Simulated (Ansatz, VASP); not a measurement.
**Se: VASP beside Ansatz**

```
CELL_PARAMETERS angstrom
1.38929 -4.45453 0.00000
1.38929 4.45453 0.00000
0.00000 0.00000 4.71671
ATOMIC_POSITIONS crystal
Se 0.94333 0.05667 0.25000
Se 0.05667 0.94333 0.75000
```

Alike in both runs: functional PBE; k mesh 16 × 16 × 10; occupations gaussian, width 0.1 eV; no spin polarisation.

Ansatz relaxed the structure, and its values are those at the end. VASP's run is a single point on that final structure, the one shown.

```csv
,VASP,Ansatz
version,VASP 6.6.1,Ansatz 0.2.0
potentials or method,"VASP PAW PBE potentials, release 64 (Se), cutoff 520 eV","scalar-relativistic, plane waves, PAW"
valence electrons in the cell,12,32
```

```csv
,VASP,Ansatz,Ansatz less VASP
gap on the k mesh at the Fermi level (eV),none,none,-
pressure (GPa),0.1,0.0,-0.03
```

A gap of «none» marks a metal or a gap that the smearing closes. The functional is the same, so the differences come from potentials, cutoffs and numerics. VASP's potentials hold 12 valence electrons a cell and Ansatz's 32, so a difference there can come from the potentials and not from the codes.
